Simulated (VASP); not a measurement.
# CaS (Fm-3m) in VASP: single point with PBEsol

Aim: the single point of CaS with PBEsol.

All numbers are computed with VASP 6.6.1; they aren't measurements. Logs are shortened: lines on timing, memory, paths and dates and some standing lists are left out, and cuts for length are marked.

## 1. The cell of the first run

Symmetry: Fm-3m, No. 225, cubic system. The conventional cell has a = 5.705 Å, b = 5.705 Å, c = 5.705 Å, α = 90.00°, β = 90.00°, γ = 90.00°. Ca (site symmetry m-3m) has 6 S at 2.85 Å within 3.8 Å. Within 3.8 Å of S (site symmetry m-3m) lie 6 Ca at 2.85 Å.

## 2. Single point, PBEsol

The input, INCAR:

```
SYSTEM = CaS
  PREC = Accurate
  ENCUT = 500
  EDIFF = 1E-6
  ISMEAR = 0
  SIGMA = 0.1
  LREAL = .FALSE.
  LASPH = .TRUE.
  NELM = 120
  ALGO = Normal
  ISIF = 2
  LWAVE = .FALSE.
  LCHARG = .FALSE.
  GGA = PS
  NBANDS = 15
  GGA_COMPAT = .FALSE.
```

The input, KPOINTS:

```
Automatic mesh
0
G
  6 6 6
  0 0 0
```

The input, POSCAR:

```
CaS
1.0
    0.0000000000      2.8523742900      2.8523742900
    2.8523742900      0.0000000000      2.8523742900
    2.8523742900      2.8523742900      0.0000000000
Ca S
1 1
Direct
    0.0000000000      0.0000000000      0.0000000000
    0.5000000000      0.5000000000      0.5000000000
```

Potentials or basis: VASP PAW PBE potentials, release 64 (Ca_sv, S).

The run is started by

```
$ cat potpaw_PBE.64/Ca_sv/POTCAR potpaw_PBE.64/S/POTCAR > POTCAR
$ mpirun -np 1 vasp_std > vasp.out
```

OUTCAR:

```text
SYSTEM = CaS
   PREC = Accurate
   ENCUT = 500
   EDIFF = 1E-6
   ISMEAR = 0
   LREAL = .FALSE.
   LASPH = .TRUE.
   NELM = 120
   ISIF = 2
   GGA = PS

 ion  position               nearest neighbor table
   1  0.000  0.000  0.000-   2 2.85   2 2.85   2 2.85   2 2.85   2 2.85   2 2.85
   2  0.500  0.500  0.500-   1 2.85   1 2.85   1 2.85   1 2.85   1 2.85   1 2.85

  LATTYP: Found a face centered cubic cell.
 ALAT       =     5.7047485800

  Lattice vectors:

 A1 = (   0.0000000000,   2.8523742900,   2.8523742900)
 A2 = (   2.8523742900,   0.0000000000,   2.8523742900)
 A3 = (   2.8523742900,   2.8523742900,   0.0000000000)

Analysis of symmetry for initial positions (statically):
=====================================================================
 Subroutine PRICEL returns:
 Original cell was already a primitive cell.

 Routine SETGRP: Setting up the symmetry group for a
 face centered cubic supercell.

 Subroutine GETGRP returns: Found 48 space group operations
 (whereof 48 operations were pure point group operations)
 out of a pool of 48 trial point group operations.

The static configuration has the point symmetry O_h .

Analysis of symmetry for dynamics (positions and initial velocities):
=====================================================================
 Subroutine PRICEL returns:
 Original cell was already a primitive cell.

 Routine SETGRP: Setting up the symmetry group for a
 face centered cubic supercell.

 Subroutine GETGRP returns: Found 48 space group operations
 (whereof 48 operations were pure point group operations)
 out of a pool of 48 trial point group operations.

The dynamic configuration has the point symmetry O_h .

 Subroutine INISYM returns: Found 48 space group operations
 (whereof 48 operations are pure point group operations),
 and found     1 'primitive' translations

----------------------------------------------------------------------------------------

                                     Primitive cell

  volume of cell :      46.4141

  direct lattice vectors                    reciprocal lattice vectors
     0.000000000  2.852374290  2.852374290    -0.175292563  0.175292563  0.175292563
     2.852374290  0.000000000  2.852374290     0.175292563 -0.175292563  0.175292563
     2.852374290  2.852374290  0.000000000     0.175292563  0.175292563 -0.175292563

  length of vectors
     4.033866406  4.033866406  4.033866406     0.303615625  0.303615625  0.303615625

  position of ions in fractional coordinates (direct lattice)
     0.000000000  0.000000000  0.000000000
     0.500000000  0.500000000  0.500000000

  ion indices of the primitive-cell ions
[... 79 lines left out ...]
   EMIN   =  10.00;   EMAX   =-10.00  energy-range for DOS
   EFERMI =   0.00;   METHOD = LEGACY
   ISMEAR =     0;   SIGMA  =   0.10  broadening in eV -4-tet -1-fermi 0-gaus
   EFERMI_NEDOS =   21; number of points for ismear=-14 and -15
   IALGO  =     38    algorithm
   IMIX   =      4    mixing-type and parameters
     AMIX     =   0.40;   BMIX     =  1.00
     AMIX_MAG =   1.60;   BMIX_MAG =  1.00
  volume/ion in A,a.u.               =      23.21       156.61
  Fermi-wavevector in a.u.,A,eV,Ry     =   1.147885  2.169188 17.927575  1.317640
  Thomas-Fermi vector in A             =   2.284563
   LORBIT       =      0    0 simple, 1 ext, 2 COOP (PROOUT), +10 PAW based schemes
   GGA     = PS    functional components
   LHFCALC =     F    Hartree Fock is set to
   AEXX    =    0.0000 exact exchange contribution
   IVDW    =     0    specifies the selected vdW correction
   LEPSILON=     F    determine dielectric tensor
   LRPA    =     F    only Hartree local field effects (RPA)
 non-spin polarized calculation
 Gauss-broadening in eV      SIGMA  =   0.10
  energy-cutoff  :      500.00
  volume of cell :       46.41
 maximum number of plane-waves:      1243
 NGX is ok and might be reduce to    30
   NGX = 15   NGY = 15   NGZ = 15

 number of electron      16.0000004 magnetization

 Free energy of the ion-electron system (eV)
  ---------------------------------------------------
  ext. energy  EPLUGINS =         0.00000000
  ---------------------------------------------------
  free energy    TOTEN  =       -10.90604557 eV

  energy without entropy =      -10.90604557  energy(sigma->0) =      -10.90604557

 E-fermi :   3.0840     XC(G=0):  -9.4834

 val. band max:        2.6128985669   @ k =   0.0000   0.0000   0.0000
 cond. band min:       4.8581889865   @ k =   0.5000   0.5000   0.0000
 fundamental gap:      2.2452904196
 Fermi energy:         3.0840167097

 k-point     1 :       0.0000    0.0000    0.0000
  band No.  band energies     occupation
      1     -36.4004      2.00000
      2     -17.4615      2.00000
      3     -17.4615      2.00000
      4     -17.4615      2.00000
      5      -8.6999      2.00000
      6       2.6129      2.00000
      7       2.6129      2.00000
      8       2.6129      2.00000
      9       6.5499      0.00000
     10       6.7008      0.00000
     11       6.7008      0.00000
     12       6.7008      0.00000
     13       7.3245      0.00000
     14       7.3245      0.00000
[... 257 lines left out ...]
      2     -17.5673      2.00000
      3     -17.5297      2.00000
      4     -17.5185      2.00000
      5      -7.9800      2.00000
      6       0.5193      2.00000
      7       1.1818      2.00000
      8       1.2123      2.00000
      9       6.1924      0.00000
     10       8.4459      0.00000
     11       8.4575      0.00000
     12       9.0945      0.00000
     13       9.3749      0.00000
     14      10.3455      0.00000
     15      12.4773      0.00000

------------------------ aborting loop because EDIFF is reached ----------------------------------------

  FORCE on cell =-STRESS in cart. coord.  units (eV):
  Direction    XX          YY          ZZ          XY          YZ          ZX
  --------------------------------------------------------------------------------------
  -------------------------------------------------------------------------------------
  Total       -0.5764018     -0.5764018     -0.5764018      0.0000000     -0.0000000      0.0000000
  in kB      -19.8969438    -19.8969438    -19.8969438      0.0000000     -0.0000000      0.0000000
  external PRESSURE =     -19.8969438 kB  Pullay stress =       0.0000000 kB

 VOLUME and BASIS-vectors are now :
 -----------------------------------------------------------------------------
  energy-cutoff  :      500.00
  volume of cell :       46.41
      direct lattice vectors                 reciprocal lattice vectors
     0.000000000  2.852374290  2.852374290    -0.175292563  0.175292563  0.175292563
     2.852374290  0.000000000  2.852374290     0.175292563 -0.175292563  0.175292563
     2.852374290  2.852374290  0.000000000     0.175292563  0.175292563 -0.175292563

 POSITION                                       TOTAL-FORCE (eV/Angst)
 -----------------------------------------------------------------------------------
      0.00000      0.00000      0.00000        -0.000000     -0.000000     -0.000000
      2.85237      2.85237      2.85237         0.000000      0.000000      0.000000
 -----------------------------------------------------------------------------------
    total drift:                               -0.000000      0.000000      0.000000

  FREE ENERGIE OF THE ION-ELECTRON SYSTEM (eV)
  ---------------------------------------------------
  free  energy   TOTEN  =       -10.9060455652 eV

  energy  without entropy=      -10.9060455652  energy(sigma->0) =      -10.90604557
```

It took 22 s on 1 thread of Intel Xeon 8259CL, shared host; peak memory 0.17 GiB.

What came out:

| Quantity | Value |
| --- | --- |
| Free energy | -10.9060 eV |
| Pressure | -2.0 GPa |
| Band gap on the k mesh | 2.25 eV (least direct gap 3.06 eV) |

Levels at points of the mesh, in eV from the valence-band top:
| k point | band 5 | band 6 | band 7 | band 8 | band 9 | band 10 | band 11 | band 12 |
| --- | --- | --- | --- | --- | --- | --- | --- | --- |
| (0.00, 0.00, 0.00) | -11.31 | 0.00 | 0.00 | 0.00 | 3.94 | 4.09 | 4.09 | 4.09 |
| (0.50, 0.00, 0.00) | -10.49 | -3.14 | -1.17 | -1.17 | 5.04 | 6.00 | 6.15 | 6.15 |
| (0.50, 0.50, 0.00) | -10.68 | -2.31 | -0.82 | -0.82 | 2.25 | 5.57 | 5.86 | 6.73 |

Caveat: the PAW data sets were made with another functional, which shifts forces and pressure a little. A k mesh can miss the band edges.
